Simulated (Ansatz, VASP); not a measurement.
W in VASP and in Ansatz

INCAR

```
PREC = Accurate
ENCUT = 520
EDIFF = 1E-6
ISMEAR = 0
SIGMA = 0.15
LREAL = F
LASPH = T
NELM = 80
ALGO = Fast
ISIF = 2
LWAVE = F
LCHARG = T
GGA = PE
LELF = T
LVHAR = T
NBANDS = 13
```

The input KPOINTS:

```
Automatic mesh
0
Gamma
  20 20 20
```

The input POSCAR:

```
W
1.0
   -1.6607766719      1.6236865766      1.6236865766
    1.6236865766     -1.6607766719      1.6236865766
    1.6236865766      1.6236865766     -1.6607766719
W
1
Direct
    0.0000000000      0.0000000000      0.0000000000
```

Input for Ansatz:

```yaml
crystal:
  lattice:
    - [-1.6607766719, 1.6236865766, 1.6236865766]
    - [1.6236865766, -1.6607766719, 1.6236865766]
    - [1.6236865766, 1.6236865766, -1.6607766719]
  atoms:
    - { symbol: W, position: [0.0, 0.0, 0.0] }
basis:
  ecutwfc: 420
kpoints:
  mp_grid: { grid: [20, 20, 20] }
hamiltonian:
  xc: pbe
  pseudopotentials: { kind: paw, azcp: { folder: soft_1 } }
scf:
  occupations: { method: gaussian, width: 0.15 }
output:
  forces: true
  stress: true
  eigenvalues: true
  write_density: true
  write_potential: true
  elf: true
  volumetric_format: npy
```

Change from the starting cell: equal engineering shear yz, xz and xy -0.0233, equal normal strain along x, y and z +0.0200.

Alike in both runs: task single point; functional PBE; k mesh 20 × 20 × 20; occupations gaussian, width 0.15 eV; no spin polarisation.

```csv
,VASP,Ansatz
version,VASP 6.6.1,Ansatz 0.2.0
potentials or method,"VASP PAW PBE potentials, release 64 (W_sv), cutoff 520 eV","scalar-relativistic, plane waves, PAW"
valence electrons in the cell,14,14
```

|  | VASP | Ansatz | Ansatz less VASP |
| --- | --- | --- | --- |
| gap on the k mesh at the Fermi level (eV) | none | none | - |
| pressure (GPa) | -15.3 | -15.5 | -0.27 |
| traceless stress, the component that is largest in VASP (GPa) | 2.98 | 2.94 | -0.039 |

A gap of «none» marks a metal or a gap that the smearing closes.

Spin-orbit coupling is off throughout.
